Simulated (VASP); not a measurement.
A run of VASP 6.6.1 is set up as follows.

Contents of INCAR:

```
SYSTEM = PbSe
ALGO     = Normal         ! electronic algorithm
EDIFF    = 1E-6           ! SCF threshold, eV
ENCUT    = 520            ! plane-wave cutoff, eV
GGA      = PS             ! functional
ISIF     = 2              ! what is computed and relaxed
ISMEAR   = 0              ! smearing method
LASPH    = .TRUE.         ! aspherical terms in the spheres
LCHARG   = .TRUE.         ! write CHGCAR
LELF     = .TRUE.         ! ELF
LREAL    = .FALSE.        ! projectors in reciprocal space
LVHAR    = .TRUE.       
LWAVE    = .FALSE.        ! write WAVECAR
NBANDS   = 17             ! bands
NELM     = 100            ! most SCF steps
PREC     = Accurate       ! precision mode
SIGMA    = 0.01           ! smearing width, eV
```

The input KPOINTS:

```
k-points
0
G
  6 6 6
  0 0 0
```

File POSCAR:

```
PbSe
1.0
    0.0000000000      3.0887022180      3.0887022180
    3.0887022180      0.0000000000      3.0887022180
    3.0887022180      3.0887022180      0.0000000000
Pb Se
1 1
Direct
    0.0000000000      0.0000000000      0.0000000000
    0.5000000000      0.5000000000      0.5000000000
```

Potentials or basis: VASP PAW PBE potentials, release 64 (Pb_d, Se).

The run is started by

```console
$ cat potpaw_PBE.64/Pb_d/POTCAR potpaw_PBE.64/Se/POTCAR > POTCAR
$ mpirun -np 1 vasp_std > vasp.out
```

(1) Predict the pressure.

(2) Estimate the band gap on the k mesh.

## Answers

(1) -1.9 GPa.

(2) 0.29 eV.

Caveat: the PAW data sets were made with another functional, which shifts forces and pressure a little; spin-orbit coupling is left out, which moves the levels of the heavy elements.
